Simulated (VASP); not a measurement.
# ZrAl2 in VASP: a series of runs

The runs below take ZrAl2 through single point, with PBE.

Program: VASP 6.6.1. These are calculated values, not measurements. Logs are shortened: lines on timing, memory, paths and dates and some standing lists are left out, and cuts for length are marked.

## 1. The cell of the first run

The cell holds an amorphous packing of atoms, 24 atoms: a = 7.705 Å, b = 7.771 Å, c = 7.708 Å, α = 87.33°, β = 91.93°, γ = 87.52°.

## 2. Single point, PBE

INCAR reads:

```
ALGO = Normal ; EDIFF = 1E-7
ENCUT = 520 ; GGA = PE
ISIF = 2 ; ISMEAR = -1
ISYM = 0 ; LASPH = True
LCHARG = False ; LREAL = Auto
LWAVE = False ; NBANDS = 90
NELM = 80 ; PREC = Accurate
SIGMA = 0.1198
```

KPOINTS reads:

```
Automatic mesh
0
Gamma
  1 1 1
  0.25 0.25 0.25
```

POSCAR reads:

```
ZrAl2
1.0
    7.7016390000      0.1689720000     -0.1318520000
    0.1689720000      7.7666440000      0.1814760000
   -0.1318520000      0.1814760000      7.7043200000
Al Zr
16 8
Direct
    0.4817098439      0.3025198093      0.0656167347
    0.1073497351      0.1492588826      0.3830770752
    0.7819948997      0.2017228216      0.3684807667
    0.3825675140      0.8153346705      0.5470953461
    0.7050339710      0.3041955347      0.8804997651
    0.8971335077      0.0232080777      0.0642381337
    0.6854308046      0.8210150623      0.2872703747
    0.9225672484      0.5108885958      0.3387947694
    0.2635860074      0.4975340192      0.1834222694
    0.7899548320     -0.0020697412      0.6380275914
   -0.0108170187      0.3029244755      0.6851771775
    0.1625673323      0.5194360719      0.5204248587
    0.1119644373      0.2682239671     -0.0080391881
    0.4568406450      0.0998154611      0.3936970741
    0.0684148332      0.7977055021      0.4231201753
    0.6130720950      0.5954308506      0.1108826441
    0.1218852146      0.9297306216      0.7391724403
    0.7604411342      0.6126603231      0.6762167900
    0.5167078937      0.4852214568      0.4168348303
    0.3465338639      0.2126274642      0.7168477427
    0.2793794056      0.9081047696      0.1234611896
    0.3708600145      0.5706007773      0.8182015140
    0.5721648974      0.9104064536      0.8816831550
    0.9625706970      0.6450940381      0.9677960918
```

Potentials or basis: VASP PAW PBE potentials, release 64 (Al, Zr_sv).

Launch:

```sh
$ cat potpaw_PBE.64/Al/POTCAR potpaw_PBE.64/Zr_sv/POTCAR > POTCAR
$ mpirun -np 1 vasp_std > vasp.out
```

OUTCAR:

```text
EDIFF = 1E-7
   ENCUT = 520
   GGA = PE
   ISIF = 2
   ISMEAR = -1
   ISYM = 0
   LASPH = True
   LREAL = Auto
   NELM = 80
   PREC = Accurate

 ion  position               nearest neighbor table
   1  0.482  0.303  0.066-   5 2.27   9 2.44  16 2.56  22 2.84  13 2.91  14 2.93  20 2.97  19 3.12
                             3 3.27  23 3.47  21 3.51
   2  0.107  0.149  0.383-   3 2.52  14 2.70  15 2.77  11 2.83   8 3.09  21 3.10  13 3.11   6 3.12
                            12 3.15  17 3.16  20 3.18   9 3.34
   3  0.782  0.202  0.368-   2 2.52  10 2.55  14 2.67   8 2.68   6 2.92  19 2.98  11 3.02   7 3.17
                             1 3.27
   4  0.383  0.815  0.547-  14 2.55  15 2.58  17 2.68  22 2.77  12 2.93  19 2.96  23 3.06   7 3.13
                            18 3.35  21 3.37  20 3.41
   5  0.705  0.304  0.880-   1 2.27  11 2.70  18 2.86   6 2.87  16 3.02  20 3.12  10 3.15  13 3.22
                            22 3.24  23 3.27  24 3.46
   6  0.897  0.023  0.064-  13 2.63   7 2.87   5 2.87   3 2.92  23 3.01  21 3.05  24 3.09   2 3.12
                            17 3.19
   7  0.685  0.821  0.287-  16 2.34   6 2.87  14 2.90   8 2.96  15 3.09  19 3.10   4 3.13   3 3.17
                            10 3.18  23 3.25  18 3.36  21 3.36  24 3.59
   8  0.923  0.511  0.339-  12 2.29  15 2.64   3 2.68   9 2.92  16 2.95   7 2.96  24 3.03  18 3.05
                            11 3.07   2 3.09  19 3.22
   9  0.264  0.498  0.183-   1 2.44  19 2.60  13 2.65  12 2.75  16 2.89   8 2.92  24 2.96  22 3.00
                            21 3.21   2 3.34
  10  0.790  0.998  0.638-   3 2.55  23 2.65  17 2.67  11 2.91  18 3.01   5 3.15  15 3.16  14 3.18
                             7 3.18
  11  0.989  0.303  0.685-  13 2.52  12 2.52   5 2.70  20 2.81   2 2.83  10 2.91  18 2.92   3 3.02
                            17 3.04   8 3.07  24 3.52
  12  0.163  0.519  0.520-   8 2.29  15 2.33  11 2.52   9 2.75  22 2.81  19 2.87   4 2.93  20 3.04
                             2 3.15  18 3.42
  13  0.112  0.268  0.992-  11 2.52   6 2.63   9 2.65  20 2.87   1 2.91  24 3.09   2 3.11  21 3.14
                             5 3.22  17 3.35  22 3.40
  14  0.457  0.100  0.394-   4 2.55   3 2.67   2 2.70  20 2.82   7 2.90   1 2.93  21 2.95  19 3.06
                            10 3.18
  15  0.068  0.798  0.423-  12 2.33   4 2.58   8 2.64  17 2.71   2 2.77  21 2.98   7 3.09  10 3.16
                            18 3.44
  16  0.613  0.595  0.111-   7 2.34   1 2.56  19 2.61   9 2.89  22 2.90   8 2.95  23 2.95  24 2.98
                             5 3.02  21 3.47  18 3.57
  17  0.122  0.930  0.739-  10 2.67   4 2.68  15 2.71  20 2.86  11 3.04  24 3.09  21 3.16   2 3.16
                             6 3.19  22 3.34  13 3.35  23 3.60  18 3.83
  18  0.760  0.613  0.676-  24 2.72   5 2.86  11 2.92  19 2.93  10 3.01   8 3.05  23 3.19  22 3.25
                             4 3.35   7 3.36  12 3.42  15 3.44  16 3.57  17 3.83
  19  0.517  0.485  0.417-   9 2.60  16 2.61  12 2.87  18 2.93   4 2.96   3 2.98  14 3.06   7 3.10
                             1 3.12   8 3.22  20 3.40  22 3.41
  20  0.347  0.213  0.717-  11 2.81  14 2.82  17 2.86  13 2.87  22 2.94   1 2.97  12 3.04  23 3.06
                             5 3.12   2 3.18  19 3.40   4 3.41
  21  0.279  0.908  0.123-  14 2.95  23 2.97  15 2.98   6 3.05   2 3.10  13 3.14  17 3.16   9 3.21
                             7 3.36   4 3.37  16 3.47  24 3.47   1 3.51  22 3.67
  22  0.371  0.571  0.818-   4 2.77  12 2.81   1 2.84  16 2.90  20 2.94   9 3.00  23 3.17   5 3.24
                            18 3.25  17 3.34  13 3.40  19 3.41  24 3.42  21 3.67
  23  0.572  0.910  0.882-  10 2.65  16 2.95  21 2.97   6 3.01   4 3.06  20 3.06  22 3.17  18 3.19
                             7 3.25   5 3.27   1 3.47  24 3.60  17 3.60
  24  0.963  0.645  0.968-  18 2.72   9 2.96  16 2.98   8 3.03  17 3.09   6 3.09  13 3.09  22 3.42
                             5 3.46  21 3.47  11 3.52   7 3.59  23 3.60

IMPORTANT INFORMATION: All symmetrisations will be switched off!
NOSYMM: (Re-)initialisation of all symmetry stuff for point group C_1.

----------------------------------------------------------------------------------------

                                     Primitive cell

  volume of cell :     460.2240

  direct lattice vectors                    reciprocal lattice vectors
     7.701639000  0.168972000 -0.131852000     0.129944927 -0.002880646  0.002291736
     0.168972000  7.766644000  0.181476000    -0.002880646  0.128890504 -0.003085328
    -0.131852000  0.181476000  7.704320000     0.002291736 -0.003085328  0.129909205

  length of vectors
     7.704620677  7.770601270  7.707584910     0.129997055  0.128959604  0.129966045

  position of ions in fractional coordinates (direct lattice)
     0.481709844  0.302519809  0.065616735
     0.107349735  0.149258883  0.383077075
     0.781994900  0.201722822  0.368480767
     0.382567514  0.815334671  0.547095346
     0.705033971  0.304195535  0.880499765
     0.897133508  0.023208078  0.064238134
[... 16 lines left out ...]
     0.572164897  0.910406454  0.881683155
     0.962570697  0.645094038  0.967796092

  ion indices of the primitive-cell ions
   primitive index   ion index
                 1           1
                 2           2
                 3           3
                 4           4
                 5           5
                 6           6
[... 16 lines left out ...]
                23          23
                24          24

----------------------------------------------------------------------------------------

 KPOINTS: Automatic mesh

Automatic generation of k-mesh.
 Grid dimensions read from file:
 generate k-points for:    1    1    1

 Generating k-lattice:

  Cartesian coordinates                     Fractional coordinates (reciprocal lattice)
     0.129944927 -0.002880646  0.002291736     1.000000000 -0.000000000 -0.000000000
    -0.002880646  0.128890504 -0.003085328    -0.000000000  1.000000000  0.000000000
     0.002291736 -0.003085328  0.129909205    -0.000000000  0.000000000  1.000000000

  Length of vectors
     0.129997055  0.128959604  0.129966045

  Shift w.r.t. Gamma in fractional coordinates (k-lattice)
     0.250000000  0.250000000  0.250000000

 Subroutine IBZKPT returns following result:
 ===========================================

 Found      1 irreducible k-points:

 Following reciprocal coordinates:
            Coordinates               Weight
  0.250000  0.250000  0.250000      2.000000
   k-points           NKPTS =      1   k-points in BZ     NKDIM =      1   number of bands    NBANDS=     90
   number of dos      NEDOS =    301   number of ions     NIONS =     24
   total plane-waves  NPLWV = 216000
   dimension x,y,z NGX =    60 NGY =   60 NGZ =   60
   dimension x,y,z NGXF=   120 NGYF=  120 NGZF=  120
   ions per type =              16   8
   NGX,Y,Z   is equivalent  to a cutoff of  12.95, 12.84, 12.94 a.u.
   NGXF,Y,Z  is equivalent  to a cutoff of  25.89, 25.67, 25.88 a.u.
 SYSTEM =  unknown system
   PREC   = accura    normal or accurate (medium, high low for compatibility)
   ISTART =      0    job   : 0-new  1-cont  2-samecut
   ICHARG =      2    charge: 1-file 2-atom 10-const
   ISPIN  =      1    spin polarized calculation?
   LNONCOLLINEAR =      F non collinear calculations
   LSORBIT =      F    spin-orbit coupling
   LASPH  =      T    aspherical Exc in radial PAW
   ENCUT  =  520.0 eV  38.22 Ry    6.18 a.u.  14.33 14.45 14.33*2*pi/ulx,y,z
   NELM   =     80;   NELMIN=  2; NELMDL= -5     # of ELM steps
   EDIFF  = 0.1E-06   stopping-criterion for ELM
   LREAL  =      T    real-space projection
   EDIFFG = 0.1E-05   stopping-criterion for IOM
   NSW    =      0    number of steps for IOM
   IBRION =     -1    ionic relax: 0-MD 1-quasi-New 2-CG
   NFREE  =      0    steps in history (QN), initial steepest desc. (CG)
   ISIF   =      2    stress and relaxation
   ISYM   =      0    0-nonsym 1-usesym 2-fastsym
   POTIM  = 0.5000    time-step for ionic-motion
   TEBEG  =    0.0;   TEEND  =   0.0 temperature during run
   PSTRESS=    0.0 pullay stress
   NELECT =     144.0000    total number of electrons
   NUPDOWN=      -1.0000    fix difference up-down
   EMIN   =  10.00;   EMAX   =-10.00  energy-range for DOS
   EFERMI =   0.00;   METHOD = LEGACY
   ISMEAR =    -1;   SIGMA  =   0.12  broadening in eV -4-tet -1-fermi 0-gaus
   EFERMI_NEDOS =   21; number of points for ismear=-14 and -15
   IALGO  =     38    algorithm
   IMIX   =      4    mixing-type and parameters
     AMIX     =   0.40;   BMIX     =  1.00
     AMIX_MAG =   1.60;   BMIX_MAG =  1.00
  volume/ion in A,a.u.               =      19.18       129.41
  Fermi-wavevector in a.u.,A,eV,Ry     =   1.111406  2.100252 16.806220  1.235222
  Thomas-Fermi vector in A             =   2.247968
   LORBIT       =      0    0 simple, 1 ext, 2 COOP (PROOUT), +10 PAW based schemes
   GGA     = PE    functional components
   LHFCALC =     F    Hartree Fock is set to
   AEXX    =    0.0000 exact exchange contribution
   IVDW    =     0    specifies the selected vdW correction
   LEPSILON=     F    determine dielectric tensor
   LRPA    =     F    only Hartree local field effects (RPA)
 non-spin polarized calculation
  energy-cutoff  :      520.00
  volume of cell :      460.22
 maximum number of plane-waves:     12409
 NGX is ok and might be reduce to    60
   NGX = 29   NGY = 29   NGZ = 29

 number of electron     144.0000000 magnetization

 Free energy of the ion-electron system (eV)
  ---------------------------------------------------
  ext. energy  EPLUGINS =         0.00000000
  ---------------------------------------------------
  free energy    TOTEN  =      -127.26821314 eV

  energy without entropy =     -126.59116002  energy(sigma->0) =     -126.92968658

 E-fermi :   7.8269     XC(G=0): -10.4206

 val. band max:        7.6864675919   @ k =   0.2500   0.2500   0.2500
 cond. band min:       7.9202988937   @ k =   0.2500   0.2500   0.2500
 fundamental gap:      0.2338313018
 Fermi energy:         7.8268798578

 k-point     1 :       0.2500    0.2500    0.2500
  band No.  band energies     occupation
      1     -41.0717      2.00000
      2     -40.9591      2.00000
      3     -40.7626      2.00000
      4     -40.7272      2.00000
      5     -40.6868      2.00000
      6     -40.6544      2.00000
[... 76 lines left out ...]
     83       9.2105      0.00002
     84       9.3759      0.00000
 [bands above 84 left out]

------------------------ aborting loop because EDIFF is reached ----------------------------------------

  FORCE on cell =-STRESS in cart. coord.  units (eV):
  Direction    XX          YY          ZZ          XY          YZ          ZX
  --------------------------------------------------------------------------------------
  -------------------------------------------------------------------------------------
  Total       15.6019186      3.8487168     14.2842386      9.0171868     -1.4266325     -2.2059889
  in kB       54.3149400     13.3985331     49.7277025     31.3915214     -4.9665340     -7.6797065
  external PRESSURE =      39.1470585 kB  Pullay stress =       0.0000000 kB

 VOLUME and BASIS-vectors are now :
 -----------------------------------------------------------------------------
  energy-cutoff  :      520.00
  volume of cell :      460.22
      direct lattice vectors                 reciprocal lattice vectors
     7.701639000  0.168972000 -0.131852000     0.129944927 -0.002880646  0.002291736
     0.168972000  7.766644000  0.181476000    -0.002880646  0.128890504 -0.003085328
    -0.131852000  0.181476000  7.704320000     0.002291736 -0.003085328  0.129909205

 POSITION                                       TOTAL-FORCE (eV/Angst)
 -----------------------------------------------------------------------------------
      3.75242      2.44287      0.49692        -1.560958     -2.723342      1.956317
      0.80148      1.24690      2.96428         0.638607      0.012279     -0.412738
      6.00814      1.76571      2.77239        -0.864242      0.406719     -1.161744
      3.01203      6.49634      4.31252         1.844503     -0.215745     -0.802626
      5.36522      2.64150      6.74590         2.012075     -0.547136     -1.651267
      6.90485      0.34350      0.38083        -0.017003     -0.484050      0.344259
[... 16 lines left out ...]
      4.44419      7.32749      6.88255        -0.354775      0.216643      0.955637
      7.39477      5.34849      7.44636         0.773848      0.205613      1.459881
 -----------------------------------------------------------------------------------
    total drift:                                0.000212      0.008361     -0.004068

  FREE ENERGIE OF THE ION-ELECTRON SYSTEM (eV)
  ---------------------------------------------------
  free  energy   TOTEN  =      -127.2682131425 eV

  energy  without entropy=     -126.5911600207  energy(sigma->0) =     -126.92968658
```

It took 88 s on 1 thread of Intel Xeon Platinum 8488C (Sapphire Rapids), shared host; peak memory 0.45 GiB.

What came out:

```
Free energy            : -127.2682 eV
Pressure               : 3.9 GPa
Largest force          : 3.699 eV/Å
Band gap on the k mesh : 0.23 eV
```

Forces in eV/Å, atoms in the order of the input:
```
Al  -1.561 -2.723  1.956
Al   0.639  0.012 -0.413
Al  -0.864  0.407 -1.162
Al   1.845 -0.216 -0.803
Al   2.012 -0.547 -1.651
Al  -0.017 -0.484  0.344
Al   0.185  1.647  1.213
Al  -2.773 -0.578 -1.728
Al  -2.046  1.226 -0.339
Al  -0.843 -0.021 -0.954
Al  -0.902 -0.526 -0.305
Al   2.554 -1.179  1.846
Al   0.620 -0.001  0.835
Al   0.741  0.788 -0.689
Al  -2.052  1.756 -1.763
Al   0.433 -0.031 -2.677
Zr  -0.680  0.222  2.345
Zr  -0.186  1.083 -1.577
Zr   0.937 -0.899  1.794
Zr   1.030  0.383 -0.143
Zr   0.442 -0.766  0.958
Zr   0.068  0.025  0.497
Zr  -0.355  0.217  0.956
Zr   0.774  0.206  1.460
```

Caveat: the k points lie up to 0.82 Å⁻¹ apart.

## 3. Single point, PBE

INCAR reads:

```
SYSTEM = ZrAl2
  ALGO = Normal
  EDIFF = 1E-6
  ENCUT = 520
  GGA = PE
  ISIF = 2
  ISMEAR = -1
  ISYM = 0
  LASPH = .True.
  LCHARG = .False.
  LREAL = Auto
  LWAVE = .False.
  NBANDS = 90
  NELM = 100
  PREC = Accurate
  SIGMA = 0.1198
```

KPOINTS is that of step 2.

POSCAR reads:

```
ZrAl2
1.0
    7.7016390000      0.1689720000     -0.1318520000
    0.1689720000      7.7666440000      0.1814760000
   -0.1318520000      0.1814760000      7.7043200000
Al Zr
16 8
Direct
    0.4631100074      0.2688479116      0.0921629082
    0.1004764963      0.1689390239      0.3411527103
    0.7639211347      0.1727485930      0.2917019031
    0.4491599706      0.8450527054      0.6177016084
    0.7230825229      0.3284117676      0.8848553828
    0.9278539858      0.0290274124      0.0589999669
    0.6958158538      0.8655248645      0.2834540520
    0.8351407004      0.5035357734      0.3503521808
    0.2115850197      0.5385132598      0.2208241189
    0.7486259332      0.0500601888      0.6212530248
   -0.0008051930      0.2445024655      0.6359157595
    0.1258799048      0.5409345924      0.6010404385
    0.1228071820      0.2884269603     -0.0419586931
    0.4516064194      0.1110165980      0.4037049813
    0.0074667468      0.8209821943      0.4185616564
    0.6104701328      0.5931025072      0.1013886803
    0.1090334700      0.8834375600      0.7506798220
    0.7876446450      0.6938163036      0.6805906964
    0.4920923154      0.4976753590      0.4578282344
    0.3877175062      0.2115180357      0.7219374171
    0.2632667621      0.9179298595      0.1203015983
    0.3520792882      0.5848474917      0.8467025740
    0.6014934503      0.9652206954      0.9539384038
    0.9690264469      0.6550981657      1.0181424811
```

Potentials or basis: VASP PAW PBE potentials, release 64 (Al, Zr_sv).

Launch:

```sh
$ cat potpaw_PBE.64/Al/POTCAR potpaw_PBE.64/Zr_sv/POTCAR > POTCAR
$ mpirun -np 1 vasp_std > vasp.out
```

It took 90 s on 1 thread of Intel Xeon Platinum 8488C (Sapphire Rapids), shared host; peak memory 0.46 GiB.

It converged, with:

```yaml
Free_energy: -129.1139 eV
Pressure: 3.6 GPa
Largest_force: 2.717 eV/Å
Band_gap_on_the_k_mesh: 0.08 eV
```

Forces on the atoms (eV/Å):
```
Al  -0.921  0.664  0.160
Al   0.877  0.093 -0.742
Al  -0.660  2.038  0.157
Al   0.282  0.084 -0.589
Al   0.500  0.316 -0.708
Al   0.394 -0.161 -0.463
Al  -1.095 -2.137  1.271
Al   1.272  0.140  0.339
Al   0.969 -0.748  0.844
Al  -0.706 -0.147  0.099
Al  -0.292  0.506  0.528
Al  -0.139 -0.199 -0.941
Al   0.190  0.361  0.461
Al  -0.084 -0.115 -1.359
Al   0.320  0.081 -1.590
Al  -0.205  0.638 -0.050
Zr  -0.271  2.209  0.680
Zr  -0.687 -1.804 -0.242
Zr   0.208 -0.319 -0.182
Zr  -0.959  0.164  1.036
Zr   1.415 -0.332  1.361
Zr   1.444 -0.634  1.658
Zr  -0.069 -0.495 -0.866
Zr  -1.783 -0.205 -0.864
```

Stress tensor (GPa, compression positive):
```
 6.42  2.47  2.72
 2.47  1.15 -1.38
 2.72 -1.38  3.31
```

Levels at points of the mesh, in eV from the valence-band top:
| k point | band 69 | band 70 | band 71 | band 72 | band 73 | band 74 | band 75 | band 76 |
| --- | --- | --- | --- | --- | --- | --- | --- | --- |
| (0.25, 0.25, 0.25) | -0.35 | -0.29 | -0.13 | 0.00 | 0.08 | 0.14 | 0.30 | 0.42 |

Caveat: the k points lie up to 0.82 Å⁻¹ apart.
